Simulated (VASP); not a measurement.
# Pd (P6_3/mmc) in VASP: notebook

Pd is run at these levels: BLYP; tasks: single point.

Program: VASP 6.6.1. These are calculated values, not measurements. Logs are shortened: lines on timing, memory, paths and dates and some standing lists are left out, and cuts for length are marked.

## (1) The cell of the first run

Symmetry: P6_3/mmc, No. 194, hexagonal system. Conventional cell: a = 2.803 Å, b = 2.803 Å, c = 9.260 Å, α = 90.00°, β = 90.00°, γ = 120.00°. Within 3.7 Å of Pd (site symmetry -3m) lie 12 Pd at 2.80 to 2.82 Å. Within 3.7 Å of Pd (site symmetry -6m2) lie 12 Pd at 2.80 to 2.82 Å.

This isn't the form of Pd at room conditions, which is fcc.

## (2) Single point, BLYP (15.75 Å³/atom)

INCAR

```
PREC = Accurate
ENCUT = 520
EDIFF = 1E-6
ISMEAR = -1
SIGMA = 0.1
LREAL = False
LASPH = True
NELM = 100
ALGO = Normal
ISIF = 2
LWAVE = False
LCHARG = False
GGA = B5
ALDAX = 1.0
AGGAX = 1.0
AGGAC = 1.0
ALDAC = 0.0
NBANDS = 28
```

KPOINTS

```
regular mesh
0
Gamma
  14 14 4
```

POSCAR

```
Pd
1.0
    2.8029336505      0.0000000000      0.0000000000
   -1.4014668253      2.4274117465      0.0000000000
    0.0000000000      0.0000000000      9.2598766503
Pd
4
Direct
    0.0000000000      0.0000000000      0.0000000000
    1.0000000000      0.0000000000      0.5000000000
    0.3333333333      0.6666666667      0.2500000000
    0.6666666667      0.3333333333      0.7500000000
```

Potentials or basis: VASP PAW PBE potentials, release 64 (Pd).

Command:

```sh
cat potpaw_PBE.64/Pd/POTCAR > POTCAR
mpirun -np 1 vasp_std > vasp.out
```

OUTCAR:

```text
PREC = Accurate
   ENCUT = 520
   EDIFF = 1E-6
   ISMEAR = -1
   LREAL = False
   LASPH = True
   NELM = 100
   ISIF = 2
   GGA = B5

 ion  position               nearest neighbor table
   1  0.000  0.000  0.000-   3 2.82   4 2.82   4 2.82   3 2.82   4 2.82   3 2.82
   2  0.000  0.000  0.500-   3 2.82   4 2.82   4 2.82   3 2.82   4 2.82   3 2.82
   3  0.333  0.667  0.250-   1 2.82   2 2.82   1 2.82   2 2.82   1 2.82   2 2.82
   4  0.667  0.333  0.750-   1 2.82   2 2.82   1 2.82   2 2.82   1 2.82   2 2.82

  LATTYP: Found a hexagonal cell.
 ALAT       =     2.8029336505
 C/A-ratio  =     3.3036374759

  Lattice vectors:

 A1 = (   2.8029336505,   0.0000000000,   0.0000000000)
 A2 = (  -1.4014668253,   2.4274117465,   0.0000000000)
 A3 = (   0.0000000000,   0.0000000000,   9.2598766503)

Analysis of symmetry for initial positions (statically):
=====================================================================
 Subroutine PRICEL returns:
 Original cell was already a primitive cell.

 Routine SETGRP: Setting up the symmetry group for a
 hexagonal supercell.

 Subroutine GETGRP returns: Found 24 space group operations
 (whereof 12 operations were pure point group operations)
 out of a pool of 24 trial point group operations.

The static configuration has the point symmetry D_3d.
 The point group associated with its full space group is D_6h.

Analysis of symmetry for dynamics (positions and initial velocities):
=====================================================================
 Subroutine PRICEL returns:
 Original cell was already a primitive cell.

 Routine SETGRP: Setting up the symmetry group for a
 hexagonal supercell.

 Subroutine GETGRP returns: Found 24 space group operations
 (whereof 12 operations were pure point group operations)
 out of a pool of 24 trial point group operations.

The dynamic configuration has the point symmetry D_3d.
 The point group associated with its full space group is D_6h.

 Subroutine INISYM returns: Found 24 space group operations
 (whereof 12 operations are pure point group operations),
 and found     1 'primitive' translations

----------------------------------------------------------------------------------------

                                     Primitive cell

  volume of cell :      63.0030

  direct lattice vectors                    reciprocal lattice vectors
     2.802933650  0.000000000  0.000000000     0.356769059  0.205980712  0.000000000
[... 90 lines left out ...]
   EDIFF  = 0.1E-05   stopping-criterion for ELM
   LREAL  =      F    real-space projection
   EDIFFG = 0.1E-04   stopping-criterion for IOM
   NSW    =      0    number of steps for IOM
   IBRION =     -1    ionic relax: 0-MD 1-quasi-New 2-CG
   NFREE  =      0    steps in history (QN), initial steepest desc. (CG)
   ISIF   =      2    stress and relaxation
   ISYM   =      2    0-nonsym 1-usesym 2-fastsym
   POTIM  = 0.5000    time-step for ionic-motion
   TEBEG  =    0.0;   TEEND  =   0.0 temperature during run
   PSTRESS=    0.0 pullay stress
   NELECT =      40.0000    total number of electrons
   NUPDOWN=      -1.0000    fix difference up-down
   EMIN   =  10.00;   EMAX   =-10.00  energy-range for DOS
   EFERMI =   0.00;   METHOD = LEGACY
   ISMEAR =    -1;   SIGMA  =   0.10  broadening in eV -4-tet -1-fermi 0-gaus
   EFERMI_NEDOS =   21; number of points for ismear=-14 and -15
   IALGO  =     38    algorithm
   IMIX   =      4    mixing-type and parameters
     AMIX     =   0.40;   BMIX     =  1.00
     AMIX_MAG =   1.60;   BMIX_MAG =  1.00
  volume/ion in A,a.u.               =      15.75       106.29
  Fermi-wavevector in a.u.,A,eV,Ry     =   1.407044  2.658928 26.936444  1.979773
  Thomas-Fermi vector in A             =   2.529343
   LORBIT       =      0    0 simple, 1 ext, 2 COOP (PROOUT), +10 PAW based schemes
   GGA     = B5    functional components
   LHFCALC =     F    Hartree Fock is set to
   AEXX    =    0.0000 exact exchange contribution
   IVDW    =     0    specifies the selected vdW correction
   LEPSILON=     F    determine dielectric tensor
   LRPA    =     F    only Hartree local field effects (RPA)
 non-spin polarized calculation
  energy-cutoff  :      520.00
  volume of cell :       63.00
 maximum number of plane-waves:      1720
 NGX is ok and might be reduce to    24
   NGX = 11   NGY = 11   NGZ = 35

 number of electron      39.9999999 magnetization

 Free energy of the ion-electron system (eV)
  ---------------------------------------------------
  ext. energy  EPLUGINS =         0.00000000
  ---------------------------------------------------
  free energy    TOTEN  =       -17.56774976 eV

  energy without entropy =      -17.28572388  energy(sigma->0) =      -17.42673682

 E-fermi :   9.2516     XC(G=0): -12.1527

 val. band max:        9.2498230041   @ k =   0.2143   0.2143   0.0000
 cond. band min:       9.2550652296   @ k =   0.3571   0.2143   0.5000
 fundamental gap:      0.0052422256
 Fermi energy:         9.2515667502

 k-point     1 :       0.0000    0.0000    0.0000
  band No.  band energies     occupation
      1       2.7264      2.00000
      2       4.2817      2.00000
      3       4.2893      2.00000
      4       4.4476      2.00000
      5       6.5947      2.00000
      6       6.6332      2.00000
[... 733 lines left out ...]
     27      17.6027      0.00000
     28      18.7011      0.00000

 [... further k-points ...]

------------------------ aborting loop because EDIFF is reached ----------------------------------------

  FORCE on cell =-STRESS in cart. coord.  units (eV):
  Direction    XX          YY          ZZ          XY          YZ          ZX
  --------------------------------------------------------------------------------------
  -------------------------------------------------------------------------------------
  Total        2.6097394      2.6097394      2.3247456     -0.0000000     -0.0000000      0.0000000
  in kB       66.3660929     66.3660929     59.1186562     -0.0000000     -0.0000000      0.0000000
  external PRESSURE =      63.9502807 kB  Pullay stress =       0.0000000 kB

 VOLUME and BASIS-vectors are now :
 -----------------------------------------------------------------------------
  energy-cutoff  :      520.00
  volume of cell :       63.00
      direct lattice vectors                 reciprocal lattice vectors
     2.802933650  0.000000000  0.000000000     0.356769059  0.205980712  0.000000000
    -1.401466825  2.427411746  0.000000000     0.000000000  0.411961424  0.000000000
     0.000000000  0.000000000  9.259876650     0.000000000  0.000000000  0.107992799

 POSITION                                       TOTAL-FORCE (eV/Angst)
 -----------------------------------------------------------------------------------
      0.00000      0.00000      0.00000         0.000000      0.000000     -0.000000
      0.00000      0.00000      4.62994         0.000000      0.000000     -0.000000
     -0.00000      1.61827      2.31497         0.000000     -0.000000      0.000000
      1.40147      0.80914      6.94491        -0.000000      0.000000     -0.000000
 -----------------------------------------------------------------------------------
    total drift:                               -0.000000      0.000000      0.000000

  FREE ENERGIE OF THE ION-ELECTRON SYSTEM (eV)
  ---------------------------------------------------
  free  energy   TOTEN  =       -17.5677497613 eV

  energy  without entropy=      -17.2857238792  energy(sigma->0) =      -17.42673682
```

OSZICAR:

```text
N       E                     dE             d eps       ncg     rms          rms(c)
DAV:   1     0.262380491987E+03    0.26238E+03   -0.20090E+04  4032   0.139E+03
DAV:   2    -0.117131350005E+02   -0.27409E+03   -0.26109E+03  4240   0.317E+02
DAV:   3    -0.184116463050E+02   -0.66985E+01   -0.65644E+01  4560   0.530E+01
DAV:   4    -0.184737176964E+02   -0.62071E-01   -0.62040E-01  4380   0.501E+00
DAV:   5    -0.184749184272E+02   -0.12007E-02   -0.12007E-02  4452   0.748E-01    0.125E+01
DAV:   6    -0.176077902250E+02    0.86713E+00   -0.26553E+00  4348   0.125E+01    0.588E+00
DAV:   7    -0.176086565978E+02   -0.86637E-03   -0.25914E-01  4328   0.388E+00    0.331E+00
DAV:   8    -0.177383806584E+02   -0.12972E+00   -0.16557E+00  4268   0.101E+01    0.423E+00
DAV:   9    -0.175684332147E+02    0.16995E+00   -0.55091E-01  4240   0.671E+00    0.283E-01
DAV:  10    -0.175678385501E+02    0.59466E-03   -0.85221E-03  4332   0.628E-01    0.113E-01
DAV:  11    -0.175677977650E+02    0.40785E-04   -0.91979E-05  4492   0.696E-02    0.897E-02
DAV:  12    -0.175677493826E+02    0.48382E-04   -0.13447E-04  4408   0.810E-02    0.166E-02
DAV:  13    -0.175677501228E+02   -0.74018E-06   -0.16529E-05  4456   0.280E-02    0.121E-02
DAV:  14    -0.175677497613E+02    0.36143E-06   -0.49391E-06  3068   0.156E-02
   1 F= -.17567750E+02 E0= -.17426737E+02  d E =-.282026E+00
```

It took 3 min on 1 thread of Intel Xeon 8259CL, shared host; peak memory 0.25 GiB.

Results:

```
Free energy            : -17.5677 eV
Pressure               : 6.4 GPa
Band gap on the k mesh : zero (bands 20 and 21 overlap by 0.84 eV)
```

Levels at points of the mesh, in eV from the Fermi level:
```csv
k point,band 18,band 19,band 20,band 21,band 22,band 23
"(0.00, 0.00, 0.00)",-0.99,-0.99,-0.68,-0.68,-0.15,-0.15
"(0.50, 0.00, 0.00)",0.13,0.15,0.16,1.75,2.65,3.68
"(0.00, 0.00, 0.50)",-1.21,-0.62,-0.62,-0.37,-0.37,-0.37
"(0.50, 0.00, 0.50)",-0.01,0.13,0.13,2.57,2.57,3.86
```

Caveat: the cell stands under pressure; the PAW data sets were made with another functional, which shifts forces and pressure a little.

## (3) Single point, BLYP (16.41 Å³/atom)

This run uses another cell than the first one, of 16.41 Å³/atom.

INCAR

```
SYSTEM = Pd
PREC = Accurate
ENCUT = 520
EDIFF = 1E-6
ISMEAR = -1
SIGMA = 0.1
LREAL = .False.
LASPH = .True.
NELM = 80
ALGO = Normal
ISIF = 2
LWAVE = .False.
LCHARG = .True.
GGA = B5
ALDAX = 1.0
AGGAX = 1.0
AGGAC = 1.0
ALDAC = 0.0
LELF = .True.
LVHAR = .True.
NBANDS = 28
```

KPOINTS

```
Automatic mesh
0
Gamma
  14 14 4
  0 0 0
```

POSCAR

```
Pd
1.0
    2.8413347738      0.0000000000      0.0000000000
   -1.4206673869      2.4606680947      0.0000000000
    0.0000000000      0.0000000000      9.3867400402
Pd
4
Direct
    0.0000000000      0.0000000000      0.0000000000
    1.0000000000      0.0000000000      0.5000000000
    0.3333333333      0.6666666667      0.2500000000
    0.6666666667      0.3333333333      0.7500000000
```

Potentials or basis: VASP PAW PBE potentials, release 64 (Pd).

Command:

```sh
cat potpaw_PBE.64/Pd/POTCAR > POTCAR
mpirun -np 1 vasp_std > vasp.out
```

Wall time 3.2 min (1 thread of Intel Xeon 8259CL, shared host); peak memory 0.25 GiB.

Results (log left out):

```yaml
Free_energy: -17.6216 eV
Pressure: 0.3 GPa
Band_gap_on_the_k_mesh: zero (bands 20 and 21 overlap by 0.78 eV)
```

Stress tensor (GPa, compression positive):
```
 0.48  0.00  0.00
 0.00  0.48  0.00
 0.00  0.00 -0.09
```

Levels at points of the mesh, in eV from the Fermi level:
```tsv
k point	band 18	band 19	band 20	band 21	band 22	band 23
(0.00, 0.00, 0.00)	-0.93	-0.93	-0.64	-0.64	-0.15	-0.15
(0.50, 0.00, 0.00)	0.11	0.13	0.14	1.81	2.68	3.57
(0.00, 0.00, 0.50)	-1.14	-0.52	-0.52	-0.35	-0.35	-0.35
(0.50, 0.00, 0.50)	-0.02	0.11	0.11	2.54	2.54	3.78
```

Caveat: the PAW data sets were made with another functional, which shifts forces and pressure a little.

(Part 1 of 2 ends here.)
